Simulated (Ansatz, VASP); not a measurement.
# Two plane-wave programs on Ca

Contents of INCAR:

```
PREC     = Accurate       # precision mode
ENCUT    = 520            # plane-wave cutoff, eV
EDIFF    = 1E-6           # SCF threshold, eV
ISMEAR   = 0              # smearing method
SIGMA    = 0.15           # smearing width, eV
LREAL    = False          # projectors in reciprocal space
LASPH    = True           # aspherical terms in the spheres
NELM     = 80             # most SCF steps
ALGO     = Normal         # electronic algorithm
ISIF     = 2              # what is computed and relaxed
LWAVE    = False          # write WAVECAR
LCHARG   = True           # write CHGCAR
GGA      = PS             # functional
LELF     = True           # ELF
LVHAR    = True         
NBANDS   = 11             # bands
```

Contents of KPOINTS:

```
regular mesh
0
Gamma
  14 14 14
```

Contents of POSCAR:

```
Ca
1.0
    0.0000000000      2.9059680000      2.6824320000
    2.9059680000      0.0000000000      2.6824320000
    2.9059680000      2.9059680000      0.0000000000
Ca
1
Direct
    0.0000000000      0.0000000000      0.0000000000
```

Input for Ansatz:

```yaml
crystal:
  lattice:
    - [0.0, 2.905968, 2.682432]
    - [2.905968, 0.0, 2.682432]
    - [2.905968, 2.905968, 0.0]
  atoms:
    - { symbol: Ca, position: [0.0, 0.0, 0.0] }
basis:
  ecutwfc: 420
kpoints:
  mp_grid: { grid: [14, 14, 14] }
hamiltonian:
  xc: pbesol
scf:
  occupations: { method: gaussian, width: 0.15 }
output:
  forces: true
  stress: true
  eigenvalues: true
  write_density: true
  write_potential: true
  elf: true
  volumetric_format: npy
```

Change from the starting cell: strain +0.040 along x and y, -0.040 along z, atoms carried along.

Alike in both runs: task single point; functional PBEsol; k mesh 14 × 14 × 14; occupations gaussian, width 0.15 eV; no spin polarisation.

|  | VASP | Ansatz |
| --- | --- | --- |
| version | VASP 6.6.1 | Ansatz 0.2.0 |
| potentials or method | VASP PAW PBE potentials, release 64 (Ca_sv), cutoff 520 eV | scalar-relativistic, plane waves, PAW |
| valence electrons in the cell | 10 | 10 |

|  | VASP | Ansatz | Ansatz less VASP |
| --- | --- | --- | --- |
| gap on the k mesh at the Fermi level (eV) | none | none | - |
| pressure (GPa) | -1.7 | -1.7 | +0.01 |
| traceless stress, the component that is largest in VASP (GPa) | 0.23 | 0.23 | 0.000 |

VASP's potentials were made for PBE, not for PBEsol. A gap of «none» marks a metal or a gap that the smearing closes.
